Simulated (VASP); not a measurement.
Here is a VASP 6.6.1 calculation.

File INCAR:

```
PREC = Accurate ; ENCUT = 520
EDIFF = 1E-7 ; ISMEAR = 0
SIGMA = 0.1 ; LREAL = False
LASPH = True ; NELM = 80
ALGO = Normal ; ISIF = 2
LWAVE = False ; LCHARG = False
GGA = PE ; NBANDS = 25
```

File KPOINTS:

```
regular mesh
0
Gamma
  4 4 4
```

Contents of POSCAR:

```
PtSeS3
1.0
    3.8933563078      0.0000000000      0.0000000000
    0.0000000000      3.8933563078      0.0000000000
    0.0000000000      0.0000000000      7.4580558638
Pt Se S
1 1 3
Direct
    0.5000000000      0.5000000000      0.6915734656
    0.0000000000      0.0000000000      1.0263140900
    0.0000000000      0.5000000000      0.5210434060
    0.5000000000      0.5000000000      0.0126246524
    0.5000000000      0.0000000000      0.5210434060
```

Potentials or basis: VASP PAW PBE potentials, release 64 (Pt, Se, S).

Run with:

```bash
$ cat potpaw_PBE.64/Pt/POTCAR potpaw_PBE.64/Se/POTCAR potpaw_PBE.64/S/POTCAR > POTCAR
$ mpirun -np 1 vasp_std > vasp.out
```

Problem. Predict the band gap on the k mesh.

Solution. Zero (bands 17 and 18 overlap by 2.38 eV).

Problem. What does it give for the largest force?

Solution. 0.027 eV/Å.

Forces in eV/Å, atoms in the order of the input:
```
Pt   0.000  0.000  0.025
Se   0.000  0.000 -0.005
S    0.000  0.000  0.004
S    0.000  0.000 -0.027
S    0.000  0.000  0.004
```

Caveat: the k points lie up to 0.40 Å⁻¹ apart, too coarse for converged energies and pressures of a metal; spin-orbit coupling is left out, which moves the levels of the heavy elements.
